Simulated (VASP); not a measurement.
Here is a VASP 6.6.1 calculation.

Contents of INCAR:

```
SYSTEM = ZnS
ALGO = Normal
EDIFF = 1E-7
ENCUT = 520
GGA = PE
ISIF = 2
ISMEAR = 0
ISYM = 0
LASPH = .True.
LCHARG = .False.
LREAL = Auto
LWAVE = .False.
NBANDS = 86
NELM = 100
PREC = Accurate
SIGMA = 0.1
```

KPOINTS

```
Automatic mesh
0
Gamma
  2 2 2
  0.5 0.5 0.5
```

File POSCAR:

```
ZnS
1.0
   -1.9054993908      3.3004217586     -6.2340000000
   -1.9054993908      3.3004217586      6.2340000000
    7.6219975631      0.0000000000      0.0000000000
Zn S
8 8
Direct
    0.3333333333      0.3333333333      0.1666666667
    0.8333333333      0.8333333333      0.1666666667
    0.3333333333      0.3333333333      0.6666666667
    0.8333333333      0.8333333333      0.6666666667
    0.9166666667      0.4166666667      0.3333333333
    0.4166666667      0.9166666667      0.3333333333
    0.9166666667      0.4166666667      0.8333333333
    0.4166666667      0.9166666667      0.8333333333
    0.1408333333      0.5258333333      0.1666666667
    0.6408333333      0.0258333333      0.1666666667
    0.1408333333      0.5258333333      0.6666666667
    0.6408333333      0.0258333333      0.6666666667
    0.7241666667      0.6091666667      0.3333333333
    0.2241666667      0.1091666667      0.3333333333
    0.7241666667      0.6091666667      0.8333333333
    0.2241666667      0.1091666667      0.8333333333
```

Potentials or basis: VASP PAW PBE potentials, release 64 (Zn, S).

Launch:

```sh
$ cat potpaw_PBE.64/Zn/POTCAR potpaw_PBE.64/S/POTCAR > POTCAR
$ mpirun -np 1 vasp_std > vasp.out
```

(1) What does it give for the band gap on the k mesh?

(2) What does it give for the pressure?

(3) What does it give for the largest force?

Results:

(1) 3.87 eV.

(2) 2.4 GPa.

(3) 0.321 eV/Å.
